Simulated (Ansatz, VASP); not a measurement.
# Two plane-wave programs on NaCl

```
Cl Na
1.0
     3.50219    0.00000    0.00000
     0.00000    3.50219    0.00000
     0.00000    0.00000    3.50219
Cl Na
1 1
Direct
  0.50000 0.50000 0.50000
  0.00000 0.00000 0.00000
```

Alike in both runs: functional PBEsol; k mesh 8 × 8 × 8; occupations fermi-dirac, width 0.02 eV; no spin polarisation.

|  | VASP | Ansatz |
| --- | --- | --- |
| version | VASP 6.6.1 | Ansatz 0.2.0 |
| potentials or method | VASP PAW PBE potentials, release 64 (Cl, Na_pv) | Ansatz PAW |
| plane-wave cutoff (eV) | 500 | 420 |
| valence electrons in the cell | 14 | 16 |
| task | single point | band structure |

```tsv
	VASP	Ansatz	Ansatz less VASP
gap on the k mesh at the Fermi level (eV)	3.84	3.84	+0.003
least direct gap on the mesh (eV)	4.34	4.34	+0.003
pressure (GPa)	-1.2	-1.2	+0.02
```

VASP's potentials were made for PBE, not for PBEsol. VASP's potentials hold 14 valence electrons a cell and Ansatz's 16, so a difference there can come from the potentials and not from the codes.
